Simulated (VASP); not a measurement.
BAs, 2 atoms in the cell. The structure is orthorhombic, space group Pmmm (No. 47). The conventional cell has a = 2.401 Å, b = 2.506 Å, c = 4.542 Å, α = 90.00°, β = 90.00°, γ = 90.00°. Within 3.2 Å of B (site symmetry mmm) lie 4 B at 2.40 to 2.51 Å and 4 As at 2.59 Å. As (site symmetry mmm) has 4 As at 2.40 to 2.51 Å and 4 B at 2.59 Å within 3.2 Å. 

```yaml
Program: VASP 6.6.1
Task: single point
Functional: RPBE
Dispersion: D3(BJ)
Potentials_or_basis: VASP PAW PBE potentials, release 64 (B, As)
Cutoff: 520 eV
k_mesh: 12 × 8 × 6
Occupations: fermi-dirac, width 0.05 eV
Spin: no spin polarisation
Dipole_correction: no
Further_INCAR_settings: ALGO = Normal; EDIFF = 1e-06; NBANDS = 11
```

Potentials or basis: VASP PAW PBE potentials, release 64 (B, As).

Launch:

```bash
$ cat potpaw_PBE.64/B/POTCAR potpaw_PBE.64/As/POTCAR > POTCAR
$ mpirun -np 1 vasp_std > vasp.out
```

Hardware: 1 thread of AMD EPYC 7R13, on a shared host.

**Question.** Estimate the wall time of this run.

**Answer.** Wall time 53 s on 1 thread of AMD EPYC 7R13, on a shared host, peak memory 0.15 GiB. Counts: scf iterations 11, k points 140.
